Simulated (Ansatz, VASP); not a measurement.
## MnSi in VASP and in Ansatz

```xyz
2
Lattice="0.0000 2.4062 2.4062 2.4062 0.0000 2.4062 2.4062 2.4062 0.0000" Properties=species:S:1:pos:R:3 pbc="T T T"
Mn    0.0000    0.0000    0.0000
Si    2.4062    2.4062    2.4062
```

Change from the starting cell: volume scaled by 0.98.

Alike in both runs: task single point; functional PBE; k mesh 15 × 15 × 15; occupations fermi-dirac, width 0.05 eV; collinear spin.

```csv
,VASP,Ansatz
version,VASP 6.6.1,Ansatz 0.2.0
potentials or method,"VASP PAW PBE potentials, release 64 (Mn_pv, Si), cutoff 520 eV","all-electron LAPW, scalar-relativistic"
```

```csv
,VASP,Ansatz,Ansatz less VASP
pressure (GPa),2.1,2.2,+0.08
net moment per atom (μB),1.20,1.21,+0.003
size of the moment on the site where the two differ most (μB),2.51,2.55,+0.039
```

Site moments also hang on the region over which each program counts them. Ansatz ran all-electron here, and VASP with PAW potentials.
